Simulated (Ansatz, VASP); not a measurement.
# MgO in VASP and in Ansatz

```
Mg O
1.0
     0.00000    2.10221    2.10221
     2.10221    0.00000    2.10221
     2.10221    2.10221    0.00000
Mg O
1 1
Direct
  0.00000 0.00000 0.00000
  0.50000 0.50000 0.50000
```

Alike in both runs: task single point; functional r2SCAN; k mesh 8 × 8 × 8; occupations gaussian, width 0.05 eV; no spin polarisation.

|  | VASP | Ansatz |
| --- | --- | --- |
| version | VASP 6.6.1 | Ansatz 0.2.0 |
| potentials or method | VASP PAW PBE potentials, release 64 (Mg_sv, O), cutoff 660 eV | scalar-relativistic, plane waves, PAW |
| valence electrons in the cell | 16 | 16 |

VASP gave:

```
gap on the k mesh at the Fermi level (eV) : 5.71
least direct gap on the mesh (eV)         : 5.71
pressure (GPa)                            : -0.2
```

**Question.** What did Ansatz give for the same quantities?

**Answer.** gap on the k mesh at the Fermi level (eV): 5.68; least direct gap on the mesh (eV): 5.68; pressure (GPa): 0.0.

VASP's potentials were made for PBE, not for r2SCAN.
